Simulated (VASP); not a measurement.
A run of VASP 6.6.1:

The input INCAR:

```
ALGO = Normal ; EDIFF = 1E-7
ENCUT = 520 ; ISIF = 2
ISMEAR = -1 ; LASPH = True
LCHARG = False ; LREAL = False
LWAVE = False ; NBANDS = 14
NELM = 100 ; PREC = Accurate
SIGMA = 0.05
```

The input KPOINTS:

```
k-points
0
Gamma
  11 11 11
```

Contents of POSCAR:

```
ScAl
1.0
    2.5827302062      0.0000000000      0.0000000000
    0.0000000000      2.5827302062      0.0000000000
    0.0000000000      0.0000000000      2.5827302062
Sc Al
1 1
Direct
    0.5000000000      0.5000000000      0.5000000000
    0.0000000000      0.0000000000      0.0000000000
```

Potentials or basis: VASP PAW LDA potentials, release 64 (Sc_sv, Al).

Run with:

```bash
$ cat potpaw_LDA.64/Sc_sv/POTCAR potpaw_LDA.64/Al/POTCAR > POTCAR
$ mpirun -np 1 vasp_std > vasp.out
```

Hardware: 1 thread of Intel Xeon 8259CL, with other jobs on the host.

Task: Estimate the wall time of this run.

Result: It took 16 s on 1 thread of Intel Xeon 8259CL, with other jobs on the host, peak memory 0.13 GiB. Counts: scf iterations 12, k points 56.
